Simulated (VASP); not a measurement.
A run of VASP 6.6.1 is set up as follows.

File POSCAR:

```
NaI
1.0
    0.0000000000      3.1557599448      3.2297205453
    3.1557599448      0.0000000000      3.2297205453
    3.1557599448      3.1557599448      0.0000000000
Na I
1 1
Direct
    0.0000000000      0.0000000000      0.0000000000
    0.5000000000      0.5000000000      0.5000000000
```

The input INCAR.step1:

```
ALGO = Normal
EDIFF = 1E-4
ENCUT = 520
GGA = PE
ISMEAR = 0
LASPH = True
LCHARG = False
LREAL = False
LWAVE = True
NBANDS = 14
NELM = 60
PREC = Accurate
SIGMA = 0.01
```

INCAR.step2

```
ALGO = Normal
EDIFF = 1E-6
ENCUT = 520
ISIF = 2
ISMEAR = 0
ISTART = 1
LASPH = True
LCHARG = True
LELF = True
LMIXTAU = True
LREAL = False
LVHAR = True
LWAVE = False
METAGGA = R2SCAN
NBANDS = 14
NELM = 60
PREC = Accurate
SIGMA = 0.01
```

Contents of KPOINTS:

```
k-points
0
Gamma
  8 8 8
```

Potentials or basis: VASP PAW PBE potentials, release 64 (Na_pv, I).

The run is started by

```bash
$ cat potpaw_PBE.64/Na_pv/POTCAR potpaw_PBE.64/I/POTCAR > POTCAR
$ cp INCAR.step1 INCAR
$ mpirun -np 1 vasp_std > vasp.out
$ cp INCAR.step2 INCAR
$ mpirun -np 1 vasp_std > vasp.out
```

Task: What does it give for the band gap on the k mesh?

Result: 4.59 eV, direct.

Task: Estimate the pressure.

Result: 0.8 GPa.

Stress tensor (GPa, compression positive):
```
1.08 0.00 0.00
0.00 1.08 0.00
0.00 0.00 0.33
```

Caveat: the cell differs from its parent crystal (biaxial xy strain -2.3%); the PAW data sets were made with another functional, which shifts forces and pressure a little; spin-orbit coupling is left out, which moves the levels of the heavy elements.
